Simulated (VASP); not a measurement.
# BaB5 (P6/mmm) in VASP: a series of runs

BaB5 is run at these levels: PBE; tasks: single point, relaxation of cell and atoms.

Program: VASP 6.6.1. These are calculated values, not measurements. Logs are shortened: lines on timing, memory, paths and dates and some standing lists are left out, and cuts for length are marked.

## Step 1: The cell of the first run

It takes space group P6/mmm (No. 191, hexagonal). The conventional cell has a = 4.960 Å, b = 4.960 Å, c = 2.930 Å, α = 90.00°, β = 90.00°, γ = 120.00°. Ba (site symmetry 6/mmm) has 18 B at 2.86 to 2.88 Å and 2 Ba at 2.93 Å within 3.8 Å. B (site symmetry -6m2) has 6 B at 2.05 Å within 2.7 Å. B (site symmetry mmm) has 8 B at 2.05 to 2.48 Å within 2.7 Å.

The cell was built from a structure type or drawn by symmetry, and may not be a known phase.

## Step 2: Single point, PBE

Contents of INCAR:

```
SYSTEM = BaB5
ALGO = Normal
EDIFF = 1E-7
ENCUT = 520
GGA = PE
ISIF = 2
ISMEAR = 0
LASPH = .TRUE.
LCHARG = .FALSE.
LREAL = .FALSE.
LWAVE = .FALSE.
NBANDS = 22
NELM = 100
PREC = Accurate
SIGMA = 0.1
```

Contents of KPOINTS:

```
k-points
0
G
  12 12 12
  0 0 0
```

Contents of POSCAR:

```
BaB5
1.0
    4.9599594146      0.0000000000      0.0000000000
   -2.4799797073      4.2954508548      0.0000000000
    0.0000000000      0.0000000000      2.9298913066
Ba B
1 5
Direct
    0.0000000000      0.0000000000      0.0000000000
    0.3333333333      0.6666666667      0.0000000000
    0.6666666667      0.3333333333      0.0000000000
    0.5000000000      0.0000000000      0.5000000000
    0.5000000000      0.5000000000      0.5000000000
    0.0000000000      0.5000000000      0.5000000000
```

Potentials or basis: VASP PAW PBE potentials, release 64 (Ba_sv, B).

The run is started by

```
$ cat potpaw_PBE.64/Ba_sv/POTCAR potpaw_PBE.64/B/POTCAR > POTCAR
$ mpirun -np 1 vasp_std > vasp.out
```

OUTCAR:

```text
SYSTEM = BaB5
   EDIFF = 1E-7
   ENCUT = 520
   GGA = PE
   ISIF = 2
   ISMEAR = 0
   LASPH = .TRUE.
   LREAL = .FALSE.
   NELM = 100
   PREC = Accurate

 ion  position               nearest neighbor table
   1  0.000  0.000  0.000-   2 2.86   3 2.86   3 2.86   2 2.86   3 2.86   2 2.86   4 2.88   4 2.88
                             4 2.88   4 2.88   6 2.88   6 2.88   6 2.88   5 2.88   5 2.88   6 2.88
   2  0.333  0.667  0.000-   6 2.05   6 2.05   4 2.05   4 2.05   5 2.05   5 2.05   1 2.86   1 2.86
                             1 2.86
   3  0.667  0.333  0.000-   6 2.05   6 2.05   4 2.05   4 2.05   5 2.05   5 2.05   1 2.86   1 2.86
                             1 2.86
   4  0.500  0.000  0.500-   2 2.05   3 2.05   2 2.05   3 2.05   1 2.88   1 2.88   1 2.88   1 2.88

   5  0.500  0.500  0.500-   2 2.05   3 2.05   2 2.05   3 2.05   1 2.88   1 2.88   1 2.88   1 2.88

   6  0.000  0.500  0.500-   2 2.05   3 2.05   2 2.05   3 2.05   1 2.88   1 2.88   1 2.88   1 2.88

  LATTYP: Found a hexagonal cell.
 ALAT       =     4.9599594146
 C/A-ratio  =     0.5907087260

  Lattice vectors:

 A1 = (   4.9599594146,   0.0000000000,   0.0000000000)
 A2 = (  -2.4799797073,   4.2954508548,   0.0000000000)
 A3 = (   0.0000000000,   0.0000000000,   2.9298913066)

Analysis of symmetry for initial positions (statically):
=====================================================================
 Subroutine PRICEL returns:
 Original cell was already a primitive cell.

 Routine SETGRP: Setting up the symmetry group for a
 hexagonal supercell.

 Subroutine GETGRP returns: Found 24 space group operations
 (whereof 24 operations were pure point group operations)
 out of a pool of 24 trial point group operations.

The static configuration has the point symmetry D_6h.

Analysis of symmetry for dynamics (positions and initial velocities):
=====================================================================
 Subroutine PRICEL returns:
 Original cell was already a primitive cell.

 Routine SETGRP: Setting up the symmetry group for a
 hexagonal supercell.

 Subroutine GETGRP returns: Found 24 space group operations
 (whereof 24 operations were pure point group operations)
 out of a pool of 24 trial point group operations.

The dynamic configuration has the point symmetry D_6h.

 Subroutine INISYM returns: Found 24 space group operations
 (whereof 24 operations are pure point group operations),
 and found     1 'primitive' translations

----------------------------------------------------------------------------------------

                                     Primitive cell

  volume of cell :      62.4221

  direct lattice vectors                    reciprocal lattice vectors
     4.959959415  0.000000000  0.000000000     0.201614553  0.116402216  0.000000000
    -2.479979707  4.295450855  0.000000000     0.000000000  0.232804433  0.000000000
     0.000000000  0.000000000  2.929891307     0.000000000  0.000000000  0.341309590

  length of vectors
     4.959959415  4.959959415  2.929891307     0.232804433  0.232804433  0.341309590

  position of ions in fractional coordinates (direct lattice)
     0.000000000  0.000000000  0.000000000
     0.333333333  0.666666667  0.000000000
     0.666666667  0.333333333  0.000000000
     0.500000000  0.000000000  0.500000000
     0.500000000  0.500000000  0.500000000
     0.000000000  0.500000000  0.500000000

  ion indices of the primitive-cell ions
   primitive index   ion index
                 1           1
                 2           2
                 3           3
                 4           4
                 5           5
                 6           6

----------------------------------------------------------------------------------------

 KPOINTS: k-points

Automatic generation of k-mesh.
 Grid dimensions read from file:
 generate k-points for:   12   12   12

 Generating k-lattice:

  Cartesian coordinates                     Fractional coordinates (reciprocal lattice)
     0.016801213  0.009700185  0.000000000     0.083333333  0.000000000  0.000000000
     0.000000000  0.019400369  0.000000000     0.000000000  0.083333333  0.000000000
     0.000000000  0.000000000  0.028442466     0.000000000  0.000000000  0.083333333

  Length of vectors
     0.019400369  0.019400369  0.028442466

  Shift w.r.t. Gamma in fractional coordinates (k-lattice)
     0.000000000  0.000000000  0.000000000

 Subroutine IBZKPT returns following result:
 ===========================================

 Found    133 irreducible k-points:

 Following reciprocal coordinates:
            Coordinates               Weight
  0.000000  0.000000  0.000000      1.000000
  0.083333  0.000000  0.000000      6.000000
  0.166667 -0.000000  0.000000      6.000000
  0.250000  0.000000  0.000000      6.000000
  0.333333  0.000000  0.000000      6.000000
  0.416667  0.000000  0.000000      6.000000
[... 16 lines left out ...]
  0.250000  0.000000  0.083333     12.000000
  0.333333  0.000000  0.083333     12.000000
 [... further k-points ...]
   k-points           NKPTS =    133   k-points in BZ     NKDIM =    133   number of bands    NBANDS=     22
   number of dos      NEDOS =    301   number of ions     NIONS =      6
   total plane-waves  NPLWV =  38400
   dimension x,y,z NGX =    40 NGY =   40 NGZ =   24
   dimension x,y,z NGXF=    80 NGYF=   80 NGZF=   48
   ions per type =               1   5
   NGX,Y,Z   is equivalent  to a cutoff of  13.41, 13.41, 13.62 a.u.
   NGXF,Y,Z  is equivalent  to a cutoff of  26.81, 26.81, 27.24 a.u.
 SYSTEM =  BaB5
   PREC   = accura    normal or accurate (medium, high low for compatibility)
   ISTART =      0    job   : 0-new  1-cont  2-samecut
   ICHARG =      2    charge: 1-file 2-atom 10-const
   ISPIN  =      1    spin polarized calculation?
   LNONCOLLINEAR =      F non collinear calculations
   LSORBIT =      F    spin-orbit coupling
   LASPH  =      T    aspherical Exc in radial PAW
   ENCUT  =  520.0 eV  38.22 Ry    6.18 a.u.   9.22  9.22  5.45*2*pi/ulx,y,z
   NELM   =    100;   NELMIN=  2; NELMDL= -5     # of ELM steps
   EDIFF  = 0.1E-06   stopping-criterion for ELM
   LREAL  =      F    real-space projection
   EDIFFG = 0.1E-05   stopping-criterion for IOM
   NSW    =      0    number of steps for IOM
   IBRION =     -1    ionic relax: 0-MD 1-quasi-New 2-CG
   NFREE  =      0    steps in history (QN), initial steepest desc. (CG)
   ISIF   =      2    stress and relaxation
   ISYM   =      2    0-nonsym 1-usesym 2-fastsym
   POTIM  = 0.5000    time-step for ionic-motion
   TEBEG  =    0.0;   TEEND  =   0.0 temperature during run
   PSTRESS=    0.0 pullay stress
   NELECT =      25.0000    total number of electrons
   NUPDOWN=      -1.0000    fix difference up-down
   EMIN   =  10.00;   EMAX   =-10.00  energy-range for DOS
   EFERMI =   0.00;   METHOD = LEGACY
   ISMEAR =     0;   SIGMA  =   0.10  broadening in eV -4-tet -1-fermi 0-gaus
   EFERMI_NEDOS =   21; number of points for ismear=-14 and -15
   IALGO  =     38    algorithm
   IMIX   =      4    mixing-type and parameters
     AMIX     =   0.40;   BMIX     =  1.00
     AMIX_MAG =   1.60;   BMIX_MAG =  1.00
  volume/ion in A,a.u.               =      10.40        70.21
  Fermi-wavevector in a.u.,A,eV,Ry     =   1.206726  2.280382 19.812639  1.456188
  Thomas-Fermi vector in A             =   2.342385
   LORBIT       =      0    0 simple, 1 ext, 2 COOP (PROOUT), +10 PAW based schemes
   GGA     = PE    functional components
   LHFCALC =     F    Hartree Fock is set to
   AEXX    =    0.0000 exact exchange contribution
   IVDW    =     0    specifies the selected vdW correction
   LEPSILON=     F    determine dielectric tensor
   LRPA    =     F    only Hartree local field effects (RPA)
 non-spin polarized calculation
 Gauss-broadening in eV      SIGMA  =   0.10
  energy-cutoff  :      520.00
  volume of cell :       62.42
 maximum number of plane-waves:      1698
 NGX is ok and might be reduce to    40
   NGX = 19   NGY = 19   NGZ = 11

 number of electron      25.0000000 magnetization

 Free energy of the ion-electron system (eV)
  ---------------------------------------------------
  ext. energy  EPLUGINS =         0.00000000
  ---------------------------------------------------
  free energy    TOTEN  =       -28.16982722 eV

  energy without entropy =      -28.15997193  energy(sigma->0) =      -28.16489957

 E-fermi :   6.2241     XC(G=0): -11.6531

 val. band max:        6.2168119053   @ k =   0.3333   0.2500   0.5000
 cond. band min:       6.2341266094   @ k =   0.0833   0.0833   0.1667
 fundamental gap:      0.0173147040
 Fermi energy:         6.2240846206

 k-point     1 :       0.0000    0.0000    0.0000
  band No.  band energies     occupation
      1     -21.4441      2.00000
      2      -7.2399      2.00000
      3      -7.2399      2.00000
      4      -6.6803      2.00000
      5      -3.7722      2.00000
      6      -2.5910      2.00000
[... 14 lines left out ...]
     21      13.6087      0.00000
     22      13.8897      0.00000

 k-point     2 :       0.0833    0.0000    0.0000
  band No.  band energies     occupation
      1     -21.4423      2.00000
      2      -7.5386      2.00000
      3      -7.2604      2.00000
      4      -6.3298      2.00000
      5      -3.7682      2.00000
      6      -2.9232      2.00000
[... 14 lines left out ...]
     21      13.8431      0.00000
     22      13.9935      0.00000

 k-point     3 :       0.1667   -0.0000    0.0000
  band No.  band energies     occupation
      1     -21.4375      2.00000
      2      -7.9444      2.00000
      3      -7.3149      2.00000
      4      -5.7885      2.00000
      5      -3.7571      2.00000
      6      -3.3833      2.00000
[... 14 lines left out ...]
     21      13.8440      0.00000
     22      13.9467      0.00000

 k-point     4 :       0.2500    0.0000    0.0000
  band No.  band energies     occupation
      1     -21.4308      2.00000
      2      -8.2865      2.00000
      3      -7.3859      2.00000
      4      -5.3128      2.00000
      5      -3.7419      2.00000
      6      -3.6445      2.00000
[... 14 lines left out ...]
     21      13.6770      0.00000
     22      13.7517      0.00000

 k-point     5 :       0.3333    0.0000    0.0000
  band No.  band energies     occupation
      1     -21.4241      2.00000
      2      -8.5405      2.00000
      3      -7.4532      2.00000
      4      -5.0825      2.00000
      5      -3.7265      2.00000
      6      -3.5525      2.00000
[... 14 lines left out ...]
     21      13.5410      0.00000
     22      13.6307      0.00000

 k-point     6 :       0.4167    0.0000    0.0000
  band No.  band energies     occupation
      1     -21.4192      2.00000
      2      -8.6963      2.00000
      3      -7.5004      2.00000
      4      -5.0684      2.00000
      5      -3.7153      2.00000
      6      -3.2356      2.00000
[... 14 lines left out ...]
     21      13.6286      0.00000
     22      13.6287      0.00000

 k-point     7 :       0.5000    0.0000    0.0000
  band No.  band energies     occupation
      1     -21.4174      2.00000
      2      -8.7489      2.00000
      3      -7.5172      2.00000
      4      -5.0849      2.00000
      5      -3.7111      2.00000
      6      -3.0663      2.00000
[... 324 lines left out ...]
      6      -2.5036      2.00000
[... 14 lines left out ...]
     21      13.7961      0.00000
     22      14.1967      0.00000

 k-point    21 :       0.0833    0.0000    0.0833
  band No.  band energies     occupation
      1     -21.3768      2.00000
      2      -7.4619      2.00000
      3      -7.1874      2.00000
      4      -6.2758      2.00000
      5      -4.2738      2.00000
      6      -2.8335      2.00000
[... 14 lines left out ...]
     21      13.9540      0.00000
     22      14.1877      0.00000

 k-point    22 :       0.1667   -0.0000    0.0833
  band No.  band energies     occupation
      1     -21.3720      2.00000
      2      -7.8631      2.00000
      3      -7.2414      2.00000
      4      -5.7499      2.00000
      5      -4.2546      2.00000
      6      -3.2934      2.00000
[... 14 lines left out ...]
     21      13.9717      0.00000
     22      14.0001      0.00000

 k-point    23 :       0.2500    0.0000    0.0833
  band No.  band energies     occupation
      1     -21.3654      2.00000
      2      -8.2017      2.00000
      3      -7.3117      2.00000
      4      -5.2895      2.00000
      5      -4.2323      2.00000
      6      -3.5579      2.00000
[... 14 lines left out ...]
     21      13.7858      0.00000
     22      13.9767      0.00000

 k-point    24 :       0.3333    0.0000    0.0833
  band No.  band energies     occupation
      1     -21.3588      2.00000
      2      -8.4534      2.00000
      3      -7.3785      2.00000
      4      -5.0513      2.00000
      5      -4.2314      2.00000
      6      -3.4766      2.00000
[... 14 lines left out ...]
     21      13.7827      0.00000
     22      13.9403      0.00000

 [... further k-points ...]

------------------------ aborting loop because EDIFF is reached ----------------------------------------

  FORCE on cell =-STRESS in cart. coord.  units (eV):
  Direction    XX          YY          ZZ          XY          YZ          ZX
  --------------------------------------------------------------------------------------
  -------------------------------------------------------------------------------------
  Total        1.3561231      1.3561231      1.7760799      0.0000000      0.0000000      0.0000000
  in kB       34.8073769     34.8073769     45.5863359      0.0000000      0.0000000      0.0000000
  external PRESSURE =      38.4003633 kB  Pullay stress =       0.0000000 kB

 VOLUME and BASIS-vectors are now :
 -----------------------------------------------------------------------------
  energy-cutoff  :      520.00
  volume of cell :       62.42
      direct lattice vectors                 reciprocal lattice vectors
     4.959959415  0.000000000  0.000000000     0.201614553  0.116402216  0.000000000
    -2.479979707  4.295450855  0.000000000     0.000000000  0.232804433  0.000000000
     0.000000000  0.000000000  2.929891307     0.000000000  0.000000000  0.341309590

 POSITION                                       TOTAL-FORCE (eV/Angst)
 -----------------------------------------------------------------------------------
      0.00000      0.00000      0.00000         0.000000      0.000000      0.000000
     -0.00000      2.86363      0.00000         0.000000     -0.000000     -0.000000
      2.47998      1.43182      0.00000        -0.000000      0.000000      0.000000
      2.47998      0.00000      1.46495         0.000000      0.000000      0.000000
      1.23999      2.14773      1.46495         0.000000      0.000000      0.000000
     -1.23999      2.14773      1.46495         0.000000      0.000000      0.000000
 -----------------------------------------------------------------------------------
    total drift:                                0.000000     -0.000000     -0.000000

  FREE ENERGIE OF THE ION-ELECTRON SYSTEM (eV)
  ---------------------------------------------------
  free  energy   TOTEN  =       -28.1698272224 eV

  energy  without entropy=      -28.1599719273  energy(sigma->0) =      -28.16489957
```

Run time: 2.6 min. Hardware: 1 thread of Intel Xeon Platinum 8488C (Sapphire Rapids), shared host; peak memory 0.3 GiB.

What came out:

```
Free energy            : -28.1698 eV
Pressure               : 3.8 GPa
Band gap on the k mesh : zero (an odd number of electrons rules out a gap without spin polarisation)
```

Caveat: the cell stands under pressure; spin-orbit coupling is left out, which moves the levels of the heavy elements.

(Part 1 of 2 ends here.)
